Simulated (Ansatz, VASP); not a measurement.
# HfB2: VASP beside Ansatz

```
Hf B
1.0
     3.14000    0.00000    0.00000
    -1.57000    2.71932    0.00000
     0.00000    0.00000    3.48000
Hf B
1 2
Direct
  0.00000 0.00000 0.00000
  0.33333 0.66667 0.50000
  0.66667 0.33333 0.50000
```

Alike in both runs: task single point; functional PBE; k mesh 12 × 12 × 10; occupations gaussian, width 0.05 eV; no spin polarisation.

```csv
,VASP,Ansatz
version,VASP 6.6.1,Ansatz 0.2.0
potentials or method,"VASP PAW PBE potentials, release 64 (Hf_pv, B), cutoff 520 eV","scalar-relativistic, plane waves, PAW"
valence electrons in the cell,16,32
```

VASP gave:

- gap on the k mesh at the Fermi level (eV): none
- pressure (GPa): 1.0
- traceless stress, the component that is largest in VASP (GPa): 0.16

Estimate Ansatz's values.

gap on the k mesh at the Fermi level (eV): none; pressure (GPa): 1.3; traceless stress, the component that is largest in VASP (GPa): -0.01.

A gap of «none» marks a metal or a gap that the smearing closes. VASP's potentials hold 16 valence electrons a cell and Ansatz's 32, so a difference there can come from the potentials and not from the codes.

Neither program's run includes spin-orbit coupling.
